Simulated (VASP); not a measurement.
# Lu (P6_3/mmc) in VASP: further runs, part 2 of 2

VASP 6.6.1. The steps go on from the part before.

## (4) Single point, r2SCAN (26.39 Å³/atom)

This run uses another cell than the first one, of 26.39 Å³/atom.

POSCAR

```
Lu
1.0
    3.4000698522      0.0000000000      0.0000000000
   -1.7000349261      2.9445468666      0.0000000000
    0.0000000000      0.0000000000      5.2721608329
Lu
2
Direct
    0.3333333333      0.6666666667      0.2500000000
    0.6666666667      0.3333333333      0.7500000000
```

INCAR.step1

```
SYSTEM = Lu
  ALGO = Normal
  EDIFF = 1E-4
  ENCUT = 520
  GGA = PE
  ISMEAR = 0
  LASPH = .TRUE.
  LCHARG = .FALSE.
  LREAL = .FALSE.
  LWAVE = .TRUE.
  NBANDS = 32
  NELM = 80
  PREC = Accurate
  SIGMA = 0.1
```

INCAR.step2

```
SYSTEM = Lu
  ALGO = Normal
  EDIFF = 1E-6
  ENCUT = 520
  ISIF = 2
  ISMEAR = 0
  ISTART = 1
  LASPH = .TRUE.
  LCHARG = .FALSE.
  LMIXTAU = .TRUE.
  LREAL = .FALSE.
  LWAVE = .FALSE.
  METAGGA = R2SCAN
  NBANDS = 32
  NELM = 80
  PREC = Accurate
  SIGMA = 0.1
```

KPOINTS

```
k-points
0
G
  15 15 8
  0 0 0
```

Potentials or basis: VASP PAW PBE potentials, release 64 (Lu).

Launch:

```
> cat potpaw_PBE.64/Lu/POTCAR > POTCAR
> cp INCAR.step1 INCAR
> mpirun -np 1 vasp_std > vasp.out
> cp INCAR.step2 INCAR
> mpirun -np 1 vasp_std > vasp.out
```

OUTCAR:

```text
SYSTEM = Lu
   EDIFF = 1E-6
   ENCUT = 520
   ISIF = 2
   ISMEAR = 0
   ISTART = 1
   LASPH = .TRUE.
   LREAL = .FALSE.
   METAGGA = R2SCAN
   NELM = 80
   PREC = Accurate

 ion  position               nearest neighbor table
   1  0.333  0.667  0.250-   2 3.29   2 3.29   2 3.29   2 3.29   2 3.29   2 3.29
   2  0.667  0.333  0.750-   1 3.29   1 3.29   1 3.29   1 3.29   1 3.29   1 3.29

  LATTYP: Found a hexagonal cell.
 ALAT       =     3.4000698522
 C/A-ratio  =     1.5506036823

  Lattice vectors:

 A1 = (   3.4000698522,   0.0000000000,   0.0000000000)
 A2 = (  -1.7000349261,   2.9445468666,   0.0000000000)
 A3 = (   0.0000000000,   0.0000000000,   5.2721608329)

Analysis of symmetry for initial positions (statically):
=====================================================================
 Subroutine PRICEL returns:
 Original cell was already a primitive cell.

 Routine SETGRP: Setting up the symmetry group for a
 hexagonal supercell.

 Subroutine GETGRP returns: Found 24 space group operations
 (whereof 12 operations were pure point group operations)
 out of a pool of 24 trial point group operations.

[... 156 lines left out ...]

 Free energy of the ion-electron system (eV)
  ---------------------------------------------------
  ext. energy  EPLUGINS =         0.00000000
  ---------------------------------------------------
  free energy    TOTEN  =       -76.02392315 eV

  energy without entropy =      -76.00944036  energy(sigma->0) =      -76.01668175

 E-fermi :   2.5452     XC(G=0): -12.1342

 val. band max:        2.5450650496   @ k =   0.2000   0.2000   0.2500
 cond. band min:       2.5522131599   @ k =   0.4000   0.2000   0.3750
 fundamental gap:      0.0071481103
 Fermi energy:         2.5451609264

 k-point     1 :       0.0000    0.0000    0.0000
  band No.  band energies     occupation
      1     -55.1055      2.00000
      2     -55.0434      2.00000
      3     -25.5531      2.00000
      4     -24.9252      2.00000
      5     -24.9251      2.00000
      6     -24.8060      2.00000
[... 829 lines left out ...]
     31       9.0292      0.00000
     32       9.8400      0.00000

 [... further k-points ...]
[... 5 lines left out ...]
  --------------------------------------------------------------------------------------
  -------------------------------------------------------------------------------------
  Total        1.8426950      1.8426950      1.7766240      0.0000000      0.0000000      0.0000000
  in kB       55.9331250     55.9331250     53.9276068      0.0000000      0.0000000      0.0000000
  external PRESSURE =      55.2646190 kB  Pullay stress =       0.0000000 kB

 VOLUME and BASIS-vectors are now :
 -----------------------------------------------------------------------------
  energy-cutoff  :      520.00
  volume of cell :       52.78
      direct lattice vectors                 reciprocal lattice vectors
     3.400069852  0.000000000  0.000000000     0.294111605  0.169805414  0.000000000
    -1.700034926  2.944546867  0.000000000     0.000000000  0.339610828  0.000000000
     0.000000000  0.000000000  5.272160833     0.000000000  0.000000000  0.189675549

 POSITION                                       TOTAL-FORCE (eV/Angst)
 -----------------------------------------------------------------------------------
     -0.00000      1.96303      1.31804         0.000000     -0.000000      0.000000
      1.70003      0.98152      3.95412        -0.000000      0.000000      0.000000
 -----------------------------------------------------------------------------------
    total drift:                                0.000000     -0.000000      0.000000

  FREE ENERGIE OF THE ION-ELECTRON SYSTEM (eV)
  ---------------------------------------------------
  free  energy   TOTEN  =       -76.0239231456 eV

  energy  without entropy=      -76.0094403573  energy(sigma->0) =      -76.01668175
```

OUTCAR.step1:

```text
SYSTEM = Lu
   EDIFF = 1E-4
   ENCUT = 520
   GGA = PE
   ISMEAR = 0
   LASPH = .TRUE.
   LREAL = .FALSE.
[... 1064 lines left out ...]
     -0.00000      1.96303      1.31804         0.000000     -0.000000      0.000000
      1.70003      0.98152      3.95412        -0.000000      0.000000      0.000000
 -----------------------------------------------------------------------------------
    total drift:                                0.000000     -0.000000      0.000000

  FREE ENERGIE OF THE ION-ELECTRON SYSTEM (eV)
  ---------------------------------------------------
  free  energy   TOTEN  =        -8.9582691247 eV

  energy  without entropy=       -8.9437944481  energy(sigma->0) =       -8.95103179
```

OSZICAR.step1:

```text
N       E                     dE             d eps       ncg     rms          rms(c)
DAV:   1     0.239565556106E+03    0.23957E+03   -0.19127E+04 12496   0.514E+03
DAV:   2     0.208226909029E+02   -0.21874E+03   -0.20974E+03  9440   0.565E+02
DAV:   3    -0.667367105096E+01   -0.27496E+02   -0.26959E+02 12448   0.118E+02
DAV:   4    -0.909057292022E+01   -0.24169E+01   -0.24017E+01 13200   0.248E+01
DAV:   5    -0.915717969934E+01   -0.66607E-01   -0.66588E-01 13288   0.434E+00    0.484E+00
DAV:   6    -0.899203671333E+01    0.16514E+00   -0.52841E-01 13968   0.102E+01    0.216E+00
DAV:   7    -0.896057963576E+01    0.31457E-01   -0.91772E-02 12112   0.187E+00    0.506E-01
DAV:   8    -0.895786325367E+01    0.27164E-02   -0.18543E-02 14288   0.911E-01    0.182E-01
DAV:   9    -0.895836619273E+01   -0.50294E-03   -0.26902E-03 10120   0.396E-01    0.251E-01
DAV:  10    -0.895826912472E+01    0.97068E-04   -0.62623E-04 10944   0.241E-01
   1 F= -.89582691E+01 E0= -.89510318E+01  d E =-.144747E-01
```

It took 18 min on 1 thread of Intel Xeon 8259CL, shared host; peak memory 0.32 GiB.

What came out:

| Item | Value |
| --- | --- |
| Free energy | -76.0239 eV |
| Pressure | 5.5 GPa |
| Band gap on the k mesh | zero (bands 25 and 26 overlap by 2.16 eV) |

Stress tensor (GPa, compression positive):
```
5.59 0.00 0.00
0.00 5.59 0.00
0.00 0.00 5.39
```

Caveat: the cell stands under pressure; the PAW data sets were made with another functional, which shifts forces and pressure a little; spin-orbit coupling is left out, which moves the levels of the heavy elements.

## (5) Overview

| cell | k mesh | gap on the mesh (eV) | pressure (GPa) |
| --- | --- | --- | --- |
| a = 3.503, b = 3.503, c = 5.551 Å, angles 90.0, 90.0, 120.0°, 2 atoms | 6 × 6 × 4 | none | -0.7 |
| a = 3.366, b = 3.366, c = 5.201 Å, angles 90.0, 90.0, 120.0°, 2 atoms | 15 × 15 × 8 | none | 7.8 |
| a = 3.400, b = 3.400, c = 5.272 Å, angles 90.0, 90.0, 120.0°, 2 atoms | 15 × 15 × 8 | none | 5.5 |

Alike in all rows: task single point; level r2SCAN; potentials or basis VASP PAW PBE potentials, release 64 (Lu); no spin polarisation; cutoff (eV) 520; smearing gaussian 0.1 eV.

Caveats: the PAW data sets were made with another functional, which shifts forces and pressure a little; spin-orbit coupling is left out, which moves the levels of the heavy elements; the cell stands under pressure (at least some runs).

Total energies depend on the potentials used, so only differences within one code and one set of settings carry meaning.
